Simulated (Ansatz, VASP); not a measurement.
SiC in VASP and in Ansatz

File INCAR:

```
PREC = Accurate ; ENCUT = 520
EDIFF = 1E-6 ; ISMEAR = 0
SIGMA = 0.02 ; LREAL = False
LASPH = True ; NELM = 100
ALGO = Normal ; ISIF = 2
LWAVE = False ; LCHARG = False
GGA = PE ; NBANDS = 16
```

File KPOINTS:

```
regular mesh
0
Gamma
  12 12 6
```

The input POSCAR:

```
SiC
1.0
    3.0778438053      0.0000000000      0.0000000000
   -1.5389219027      2.6654909244      0.0000000000
    0.0000000000      0.0000000000      4.9753088000
Si C
2 2
Direct
    0.3333333333      0.6666666667      0.0118858954
    0.6666666667      0.3333333333      0.5118858954
    0.3333333333      0.6666666667      0.3731141046
    0.6666666667      0.3333333333      0.8731141046
```

Input for Ansatz:

```yaml
crystal:
  lattice:
    - [3.0778438053, 0.0, 0.0]
    - [-1.5389219027, 2.6654909244, 0.0]
    - [0.0, 0.0, 4.9753088]
  atoms:
    - { symbol: Si, position: [0.3333333333, 0.6666666667, 0.0118858954] }
    - { symbol: Si, position: [0.6666666667, 0.3333333333, 0.5118858954] }
    - { symbol: C, position: [0.3333333333, 0.6666666667, 0.3731141046] }
    - { symbol: C, position: [0.6666666667, 0.3333333333, 0.8731141046] }
basis:
  ecutwfc: 420
kpoints:
  mp_grid: { grid: [12, 12, 6] }
hamiltonian:
  xc: pbe
scf:
  occupations: { method: gaussian, width: 0.02 }
output:
  forces: true
  stress: true
  eigenvalues: true
  populations: true
  write_density: true
  write_potential: true
  elf: true
  volumetric_format: npy
```

Alike in both runs: task single point; functional PBE; k mesh 12 × 12 × 6; occupations gaussian, width 0.02 eV; no spin polarisation.

|  | VASP | Ansatz |
| --- | --- | --- |
| version | VASP 6.6.1 | Ansatz 0.2.0 |
| potentials or method | VASP PAW PBE potentials, release 64 (Si, C), cutoff 520 eV | scalar-relativistic, plane waves, PAW |
| valence electrons in the cell | 16 | 16 |

```csv
,VASP,Ansatz,Ansatz less VASP
gap on the k mesh at the Fermi level (eV),1.82,1.82,+0.003
least direct gap on the mesh (eV),3.70,3.71,+0.004
pressure (GPa),7.6,7.7,+0.06
"traceless stress, the component that is largest in VASP (GPa)",13.97,13.95,-0.017
rms of the force components (eV/Å),1.062,1.063,+0.0008
```

Atom by atom the forces differ by 0.001 eV/Å (rms over components).
